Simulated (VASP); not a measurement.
Input of a VASP 6.6.1 run:

The input INCAR:

```
SYSTEM = HfN
PREC = Accurate
ENCUT = 600
EDIFF = 1E-6
ISMEAR = 0
SIGMA = 0.1
LREAL = .False.
LASPH = .True.
NELM = 100
ALGO = Normal
ISIF = 3
LWAVE = .False.
LCHARG = .False.
GGA = PS
IBRION = 2
NSW = 100
EDIFFG = -0.05
```

The input KPOINTS:

```
regular mesh
0
Gamma
  8 8 8
  0 0 0
```

POSCAR

```
HfN
1.0
    0.0000000000      2.3379852808      2.3379852808
    2.3379852808      0.0000000000      2.3379852808
    2.3379852808      2.3379852808      0.0000000000
Hf N
1 1
Direct
    0.5000000000      0.5000000000      0.5000000000
    0.0000000000      0.0000000000      0.0000000000
```

Potentials or basis: VASP PAW PBE potentials, release 64 (Hf_pv, N).

Run with:

```console
$ cat potpaw_PBE.64/Hf_pv/POTCAR potpaw_PBE.64/N/POTCAR > POTCAR
$ mpirun -np 1 vasp_std > vasp.out
```

Predict the space group after relaxing (to 0.05 Å).

Fm-3m (No. 225).

What does it give for the relaxed cell?

a = 3.178 Å, b = 3.178 Å, c = 3.178 Å, α = 60.00°, β = 60.00°, γ = 60.00°.

Estimate the relaxed volume.

11.34 Å³/atom.

Final structure:
```
Hf N
1.0
     0.00000    2.24686    2.24686
     2.24686    0.00000    2.24686
     2.24686    2.24686    0.00000
Hf N
1 1
Direct
  0.50000 0.50000 0.50000
  0.00000 0.00000 0.00000
```

Caveat: the PAW data sets were made with another functional, which shifts forces and pressure a little; the volume moved by -11 % from the deposited cell, more than functionals usually miss.
